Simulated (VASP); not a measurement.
# Si (a cell with a defect) in VASP: a series of runs

Si (a cell with a defect) is run at these levels: PBE; tasks: single point.

Everything below comes from runs of VASP 6.6.1. Logs are shortened: lines on timing, memory, paths and dates and some standing lists are left out, and cuts for length are marked.

## 1. The cell of the first run

The cell holds a defect, 15 atoms: a = 7.736 Å, b = 7.736 Å, c = 7.736 Å, α = 60.00°, β = 60.00°, γ = 60.00°.

## 2. Single point, PBE

Input file INCAR:

```
  ALGO = Normal
  EDIFF = 1E-6
  ENCUT = 520
  GGA = PE
  ISIF = 2
  ISMEAR = 0
  LASPH = True
  LCHARG = True
  LELF = True
  LREAL = Auto
  LVHAR = True
  LWAVE = False
  NBANDS = 43
  NELECT = 58.0
  NELM = 60
  PREC = Accurate
  SIGMA = 0.02
```

Input file KPOINTS:

```
k-points
0
Gamma
  2 2 2
```

Input file POSCAR:

```
Si
1.0
    0.0000000000      5.4700937627     -5.4700937627
    5.4700937627      5.4700937627      0.0000000000
    5.4700937627      0.0000000000     -5.4700937627
Si
15
Direct
    0.0981072684      0.0981072684      0.0981072684
    0.0981072684      0.7056781947      0.0981072684
    0.7056781947      0.0981072684      0.0981072684
    0.6274022019      0.6274022019      0.1177933944
    0.0981072684      0.0981072684      0.7056781947
    0.1177933944      0.6274022019      0.6274022019
    0.6274022019      0.1177933944      0.6274022019
    0.6274022019      0.6274022019      0.6274022019
    0.2583391482      0.7416608518      0.2583391482
    0.7416608518      0.7416608518      0.2583391482
    0.7416608518      0.2583391482      0.2583391482
    0.2583391482      0.7416608518      0.7416608518
    0.2583391482      0.2583391482      0.7416608518
    0.7500000000      0.7500000000      0.7500000000
    0.7416608518      0.2583391482      0.7416608518
```

Potentials or basis: VASP PAW PBE potentials, release 64 (Si).

Started as:

```bash
cat potpaw_PBE.64/Si/POTCAR > POTCAR
mpirun -np 1 vasp_std > vasp.out
```

OUTCAR:

```text
EDIFF = 1E-6
   ENCUT = 520
   GGA = PE
   ISIF = 2
   ISMEAR = 0
   LASPH = True
   LREAL = Auto
   NELECT = 58.0
   NELM = 60
   PREC = Accurate

 ion  position               nearest neighbor table
   1  0.098  0.098  0.098-   9 2.32  11 2.32  13 2.32   2 3.04   3 3.04   5 3.04
   2  0.098  0.706  0.098-  10 2.32  12 2.32   9 2.32   1 3.04   3 3.04   5 3.04
   3  0.706  0.098  0.098-  10 2.32  15 2.32  11 2.32   1 3.04   2 3.04   5 3.04
   4  0.627  0.627  0.118-  14 2.32  10 2.33  11 2.33   9 2.33
   5  0.098  0.098  0.706-  12 2.32  15 2.32  13 2.32   1 3.04   2 3.04   3 3.04
   6  0.118  0.627  0.627-  14 2.32  12 2.33  13 2.33   9 2.33
   7  0.627  0.118  0.627-  14 2.32  15 2.33  11 2.33  13 2.33
   8  0.627  0.627  0.627-  14 2.32  12 2.33  10 2.33  15 2.33
   9  0.258  0.742  0.258-   1 2.32   2 2.32   4 2.33   6 2.33
  10  0.742  0.742  0.258-   2 2.32   3 2.32   4 2.33   8 2.33
  11  0.742  0.258  0.258-   1 2.32   3 2.32   4 2.33   7 2.33
  12  0.258  0.742  0.742-   2 2.32   5 2.32   6 2.33   8 2.33
  13  0.258  0.258  0.742-   1 2.32   5 2.32   6 2.33   7 2.33
  14  0.750  0.750  0.750-   8 2.32   6 2.32   7 2.32   4 2.32
  15  0.742  0.258  0.742-   3 2.32   5 2.32   7 2.33   8 2.33

  LATTYP: Found a face centered cubic cell.
 ALAT       =    10.9401875254

  Lattice vectors:

 A1 = (   0.0000000000,   5.4700937627,  -5.4700937627)
 A2 = (   5.4700937627,   5.4700937627,   0.0000000000)
 A3 = (   5.4700937627,   0.0000000000,  -5.4700937627)

Analysis of symmetry for initial positions (statically):
=====================================================================
 Subroutine PRICEL returns:
 Original cell was already a primitive cell.

 Routine SETGRP: Setting up the symmetry group for a
 face centered cubic supercell.

 Subroutine GETGRP returns: Found 24 space group operations
 (whereof 24 operations were pure point group operations)
 out of a pool of 48 trial point group operations.

The static configuration has the point symmetry T_d .

Analysis of symmetry for dynamics (positions and initial velocities):
=====================================================================
 Subroutine PRICEL returns:
 Original cell was already a primitive cell.

 Routine SETGRP: Setting up the symmetry group for a
 face centered cubic supercell.

 Subroutine GETGRP returns: Found 24 space group operations
 (whereof 24 operations were pure point group operations)
 out of a pool of 48 trial point group operations.

The dynamic configuration has the point symmetry T_d .

 Subroutine INISYM returns: Found 24 space group operations
 (whereof 24 operations are pure point group operations),
 and found     1 'primitive' translations

----------------------------------------------------------------------------------------

                                     Primitive cell

  volume of cell :     327.3515

  direct lattice vectors                    reciprocal lattice vectors
     0.000000000  5.470093763 -5.470093763    -0.091406111  0.091406111 -0.091406111
     5.470093763  5.470093763  0.000000000     0.091406111  0.091406111  0.091406111
     5.470093763  0.000000000 -5.470093763     0.091406111 -0.091406111 -0.091406111

  length of vectors
     7.735880787  7.735880787  7.735880787     0.158320029  0.158320029  0.158320029

  position of ions in fractional coordinates (direct lattice)
     0.098107268  0.098107268  0.098107268
     0.098107268  0.705678195  0.098107268
     0.705678195  0.098107268  0.098107268
     0.627402202  0.627402202  0.117793394
     0.098107268  0.098107268  0.705678195
     0.117793394  0.627402202  0.627402202
     0.627402202  0.117793394  0.627402202
     0.627402202  0.627402202  0.627402202
     0.258339148  0.741660852  0.258339148
     0.741660852  0.741660852  0.258339148
     0.741660852  0.258339148  0.258339148
     0.258339148  0.741660852  0.741660852
     0.258339148  0.258339148  0.741660852
     0.750000000  0.750000000  0.750000000
     0.741660852  0.258339148  0.741660852

  ion indices of the primitive-cell ions
   primitive index   ion index
                 1           1
                 2           2
                 3           3
                 4           4
                 5           5
                 6           6
                 7           7
                 8           8
                 9           9
                10          10
                11          11
                12          12
                13          13
                14          14
                15          15

----------------------------------------------------------------------------------------

 KPOINTS: k-points

Automatic generation of k-mesh.
 Grid dimensions read from file:
 generate k-points for:    2    2    2

 Generating k-lattice:

  Cartesian coordinates                     Fractional coordinates (reciprocal lattice)
    -0.045703056  0.045703056 -0.045703056     0.500000000  0.000000000  0.000000000
     0.045703056  0.045703056  0.045703056     0.000000000  0.500000000  0.000000000
     0.045703056 -0.045703056 -0.045703056     0.000000000  0.000000000  0.500000000

  Length of vectors
     0.079160015  0.079160015  0.079160015

  Shift w.r.t. Gamma in fractional coordinates (k-lattice)
     0.000000000  0.000000000  0.000000000

 Subroutine IBZKPT returns following result:
 ===========================================

 Found      3 irreducible k-points:

 Following reciprocal coordinates:
            Coordinates               Weight
  0.000000  0.000000  0.000000      1.000000
  0.500000  0.000000  0.000000      4.000000
  0.500000  0.500000  0.000000      3.000000
   k-points           NKPTS =      3   k-points in BZ     NKDIM =      3   number of bands    NBANDS=     43
   number of dos      NEDOS =    301   number of ions     NIONS =     15
   total plane-waves  NPLWV = 216000
   dimension x,y,z NGX =    60 NGY =   60 NGZ =   60
   dimension x,y,z NGXF=   120 NGYF=  120 NGZF=  120
   ions per type =              15
   NGX,Y,Z   is equivalent  to a cutoff of  12.89, 12.89, 12.89 a.u.
   NGXF,Y,Z  is equivalent  to a cutoff of  25.79, 25.79, 25.79 a.u.
 SYSTEM =  unknown system
   PREC   = accura    normal or accurate (medium, high low for compatibility)
   ISTART =      0    job   : 0-new  1-cont  2-samecut
   ICHARG =      2    charge: 1-file 2-atom 10-const
   ISPIN  =      1    spin polarized calculation?
   LNONCOLLINEAR =      F non collinear calculations
   LSORBIT =      F    spin-orbit coupling
   LASPH  =      T    aspherical Exc in radial PAW
   ENCUT  =  520.0 eV  38.22 Ry    6.18 a.u.  14.38 14.38 14.38*2*pi/ulx,y,z
   NELM   =     60;   NELMIN=  2; NELMDL= -5     # of ELM steps
   EDIFF  = 0.1E-05   stopping-criterion for ELM
   LREAL  =      T    real-space projection
   EDIFFG = 0.1E-04   stopping-criterion for IOM
   NSW    =      0    number of steps for IOM
   IBRION =     -1    ionic relax: 0-MD 1-quasi-New 2-CG
   NFREE  =      0    steps in history (QN), initial steepest desc. (CG)
   ISIF   =      2    stress and relaxation
   ISYM   =      2    0-nonsym 1-usesym 2-fastsym
   POTIM  = 0.5000    time-step for ionic-motion
   TEBEG  =    0.0;   TEEND  =   0.0 temperature during run
   PSTRESS=    0.0 pullay stress
   NELECT =      58.0000    total number of electrons
   NUPDOWN=      -1.0000    fix difference up-down
   EMIN   =  10.00;   EMAX   =-10.00  energy-range for DOS
   EFERMI =   0.00;   METHOD = LEGACY
   ISMEAR =     0;   SIGMA  =   0.02  broadening in eV -4-tet -1-fermi 0-gaus
   EFERMI_NEDOS =   21; number of points for ismear=-14 and -15
   IALGO  =     38    algorithm
   IMIX   =      4    mixing-type and parameters
     AMIX     =   0.40;   BMIX     =  1.00
     AMIX_MAG =   1.60;   BMIX_MAG =  1.00
  volume/ion in A,a.u.               =      21.82       147.27
  Fermi-wavevector in a.u.,A,eV,Ry     =   0.919488  1.737580 11.503157  0.845458
  Thomas-Fermi vector in A             =   2.044687
   LORBIT       =      0    0 simple, 1 ext, 2 COOP (PROOUT), +10 PAW based schemes
   GGA     = PE    functional components
   LHFCALC =     F    Hartree Fock is set to
   AEXX    =    0.0000 exact exchange contribution
   IVDW    =     0    specifies the selected vdW correction
   LEPSILON=     F    determine dielectric tensor
   LRPA    =     F    only Hartree local field effects (RPA)
 non-spin polarized calculation
 Gauss-broadening in eV      SIGMA  =   0.02
  energy-cutoff  :      520.00
  volume of cell :      327.35
 maximum number of plane-waves:      8824
 NGX is ok and might be reduce to    60
   NGX = 29   NGY = 29   NGZ = 29

 number of electron      58.0000002 magnetization

 Free energy of the ion-electron system (eV)
  ---------------------------------------------------
  ext. energy  EPLUGINS =         0.00000000
  ---------------------------------------------------
  free energy    TOTEN  =       -87.79247668 eV

  energy without entropy =      -87.79247668  energy(sigma->0) =      -87.79247668

 E-fermi :   4.2428     XC(G=0):  -8.7376

 val. band max:        4.1532070773   @ k =   0.0000   0.0000   0.0000
 cond. band min:       5.5812802247   @ k =   0.0000   0.0000   0.0000
 fundamental gap:      1.4280731474
 Fermi energy:         4.2427834219

 k-point     1 :       0.0000    0.0000    0.0000
  band No.  band energies     occupation
      1      -6.9716      2.00000
      2      -4.7147      2.00000
      3      -4.7147      2.00000
      4      -4.7147      2.00000
      5      -4.6512      2.00000
      6      -2.9405      2.00000
[... 33 lines left out ...]
     40       7.5961      0.00000
     41       7.5961      0.00000

 k-point     2 :       0.5000    0.0000    0.0000
  band No.  band energies     occupation
      1      -6.4683      2.00000
      2      -5.9759      2.00000
      3      -4.5462      2.00000
      4      -4.3322      2.00000
      5      -4.3322      2.00000
      6      -4.2409      2.00000
[... 33 lines left out ...]
     40       8.3660      0.00000
     41       8.3660      0.00000

 k-point     3 :       0.5000    0.5000    0.0000
  band No.  band energies     occupation
      1      -6.3198      2.00000
      2      -5.6496      2.00000
      3      -5.2537      2.00000
      4      -4.9156      2.00000
      5      -4.9156      2.00000
      6      -3.9249      2.00000
[... 33 lines left out ...]
     40       9.2018      0.00000
     41       9.2018      0.00000
 [bands above 41 left out]

------------------------ aborting loop because EDIFF is reached ----------------------------------------

  FORCE on cell =-STRESS in cart. coord.  units (eV):
  Direction    XX          YY          ZZ          XY          YZ          ZX
  --------------------------------------------------------------------------------------
  -------------------------------------------------------------------------------------
  Total      -12.1436230    -12.1436230    -12.1436230     -0.0000000      0.0000000      0.0000000
  in kB      -59.4353124    -59.4353124    -59.4353124     -0.0000000      0.0000000      0.0000000
  external PRESSURE =     -59.4353124 kB  Pullay stress =       0.0000000 kB

 VOLUME and BASIS-vectors are now :
 -----------------------------------------------------------------------------
  energy-cutoff  :      520.00
  volume of cell :      327.35
      direct lattice vectors                 reciprocal lattice vectors
     0.000000000  5.470093763 -5.470093763    -0.091406111  0.091406111 -0.091406111
     5.470093763  5.470093763  0.000000000     0.091406111  0.091406111  0.091406111
     5.470093763  0.000000000 -5.470093763     0.091406111 -0.091406111 -0.091406111

 POSITION                                       TOTAL-FORCE (eV/Angst)
 -----------------------------------------------------------------------------------
      1.07331      1.07331     -1.07331        -0.011149     -0.011149      0.011149
      4.39678      4.39678     -1.07331         0.011149      0.011149      0.011149
      1.07331      4.39678     -4.39678        -0.011149      0.011149     -0.011149
      4.07629      6.86390     -4.07629         0.002768     -0.002768     -0.002768
      4.39678      1.07331     -4.39678         0.011149     -0.011149     -0.011149
      6.86390      4.07629     -4.07629        -0.002768      0.002768     -0.002768
      4.07629      4.07629     -6.86390         0.002768      0.002768      0.002768
      6.86390      6.86390     -6.86390        -0.002768     -0.002768      0.002768
      5.47009      5.47009     -2.82628         0.000000      0.000000     -0.005884
      5.47009      8.11391     -5.47009         0.000000     -0.005884     -0.000000
      2.82628      5.47009     -5.47009         0.005884      0.000000     -0.000000
      8.11391      5.47009     -5.47009        -0.005884      0.000000     -0.000000
      5.47009      2.82628     -5.47009         0.000000      0.005884     -0.000000
      8.20514      8.20514     -8.20514         0.000000      0.000000     -0.000000
      5.47009      5.47009     -8.11391         0.000000      0.000000      0.005884
 -----------------------------------------------------------------------------------
    total drift:                               -0.000000     -0.000000      0.000000

  FREE ENERGIE OF THE ION-ELECTRON SYSTEM (eV)
  ---------------------------------------------------
  free  energy   TOTEN  =       -87.7924766845 eV

  energy  without entropy=      -87.7924766845  energy(sigma->0) =      -87.79247668
```

Run time: 50 s. Hardware: 1 thread of Intel Xeon Platinum 8559C (Emerald Rapids), shared host; peak memory 0.43 GiB.

Results:

```
Free energy   : -87.7925 eV
Largest force : 0.019 eV/Å
```

Forces on the atoms (eV/Å):
```
Si  -0.011 -0.011  0.011
Si   0.011  0.011  0.011
Si  -0.011  0.011 -0.011
Si   0.003 -0.003 -0.003
Si   0.011 -0.011 -0.011
Si  -0.003  0.003 -0.003
Si   0.003  0.003  0.003
Si  -0.003 -0.003  0.003
Si   0.000  0.000 -0.006
Si   0.000 -0.006  0.000
Si   0.006  0.000  0.000
Si  -0.006  0.000  0.000
Si   0.000  0.006  0.000
Si   0.000  0.000  0.000
Si   0.000  0.000  0.006
```

Caveat: the k points lie up to 0.50 Å⁻¹ apart; the cell carries a net charge on a neutralising background, which shifts energy and pressure; the cell is charged against a uniform background, so pressure and absolute levels hang on convention.

## 3. Single point, PBE

Input file INCAR:

```
PREC = Accurate ; ENCUT = 520
EDIFF = 1E-6 ; ISMEAR = 0
SIGMA = 0.02 ; LREAL = Auto
LASPH = True ; NELM = 80
ALGO = Normal ; ISIF = 2
LWAVE = False ; LCHARG = False
GGA = PE ; NBANDS = 43
NELECT = 58.0
```

Input file KPOINTS:

```
Automatic mesh
0
Gamma
  2 2 2
```

Input file POSCAR:

```
Si
1.0
    0.0000000000      5.4700937627     -5.4700937627
    5.4700937627      5.4700937627      0.0000000000
    5.4700937627      0.0000000000     -5.4700937627
Si
15
Direct
    0.0981072763      0.0981072763      0.0981072763
    0.0981072763      0.7056782146      0.0981072763
    0.7056782146      0.0981072763      0.0981072763
    0.6274022254      0.6274022254      0.1177934105
    0.0981072763      0.0981072763      0.7056782146
    0.1177934105      0.6274022254      0.6274022254
    0.6274022254      0.1177934105      0.6274022254
    0.6274022254      0.6274022254      0.6274022254
    0.2583391732      0.7416608702      0.2583391732
    0.7416608702      0.7416608702      0.2583391732
    0.7416608702      0.2583391732      0.2583391732
    0.2583391732      0.7416608702      0.7416608702
    0.2583391732      0.2583391732      0.7416608702
    0.7500000325      0.7500000325      0.7500000325
    0.7416608702      0.2583391732      0.7416608702
```

Potentials or basis: VASP PAW PBE potentials, release 64 (Si).

Started as:

```bash
cat potpaw_PBE.64/Si/POTCAR > POTCAR
mpirun -np 1 vasp_std > vasp.out
```

Run time: 45 s. Hardware: 1 thread of Intel Xeon Platinum 8559C (Emerald Rapids), shared host; peak memory 0.44 GiB.

The run converged. Its results:

```
Free energy   : -87.7925 eV
Largest force : 0.019 eV/Å
```

Forces in eV/Å, atoms in the order of the input:
```
Si  -0.011 -0.011  0.011
Si   0.011  0.011  0.011
Si  -0.011  0.011 -0.011
Si   0.003 -0.003 -0.003
Si   0.011 -0.011 -0.011
Si  -0.003  0.003 -0.003
Si   0.003  0.003  0.003
Si  -0.003 -0.003  0.003
Si   0.000  0.000 -0.006
Si   0.000 -0.006  0.000
Si   0.006  0.000  0.000
Si  -0.006  0.000  0.000
Si   0.000  0.006  0.000
Si   0.000  0.000  0.000
Si   0.000  0.000  0.006
```

Levels at points of the mesh, in eV from the Fermi level:
| k point | band 26 | band 27 | band 28 | band 29 | band 30 | band 31 | band 32 | band 33 |
| --- | --- | --- | --- | --- | --- | --- | --- | --- |
| (0.00, 0.00, 0.00) | -0.10 | -0.09 | -0.09 | -0.09 | 1.34 | 1.55 | 1.55 | 1.55 |
| (0.50, 0.00, 0.00) | -0.99 | -0.84 | -0.13 | -0.13 | 1.38 | 2.00 | 2.24 | 2.24 |
| (0.50, 0.50, 0.00) | -0.96 | -0.96 | -0.63 | -0.11 | 1.45 | 2.18 | 2.36 | 2.54 |

Caveat: the k points lie up to 0.50 Å⁻¹ apart; the cell carries a net charge on a neutralising background, which shifts energy and pressure; the cell is charged against a uniform background, so pressure and absolute levels hang on convention.
